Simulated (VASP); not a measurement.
# V4O: single point with PBE

V4O, a slab with vacuum:

```
V O
1.0
     2.99718    0.00000    0.00000
     0.00000    2.99718    0.00000
     0.00000    0.00000   21.33338
V O
4 1
Direct
  0.50000 0.50000 0.18750
  0.00000 0.00000 0.25775
  0.50000 0.50000 0.32672
  0.00000 0.00000 0.39063
  0.50000 0.50000 0.50078
```

```
Program             : VASP 6.6.1
Task                : single point
Functional          : PBE
Potentials or basis : VASP PAW PBE potentials, release 64 (V_sv, O)
Cutoff              : 520 eV
k mesh              : 9 × 9 × 1
Occupations         : gaussian, width 0.1 eV
Spin                : no spin polarisation
```

The largest force is 2.822 eV/Å and the band gap on the k mesh is zero (band 29 reaches -1.22 eV, above the bottom of band 30 at -1.47 eV).

Forces in eV/Å, atoms in the order of the input:
```
V    0.000  0.000  0.606
V    0.000  0.000 -0.597
V    0.000  0.000 -0.487
V    0.000  0.000  2.822
O    0.000  0.000 -2.343
```

Levels at points of the mesh, in eV from the Fermi level:
```csv
k point,band 25,band 26,band 27,band 28,band 29,band 30,band 31,band 32,band 33,band 34
"(0.00, 0.00, 0.00)",-0.07,0.02,0.11,0.11,0.14,0.14,0.20,0.39,0.39,0.92
```

Run time: 100 s on 1 thread of Intel(R) Xeon(R) 6975P-C (Granite Rapids), on a shared host, peak memory 0.32 GiB.

Caveat: the run has no spin polarisation, though such a crystal can be magnetic. With open d or f shells a metallic result of PBE can be an artefact of self-interaction; +U or a hybrid may open a gap.
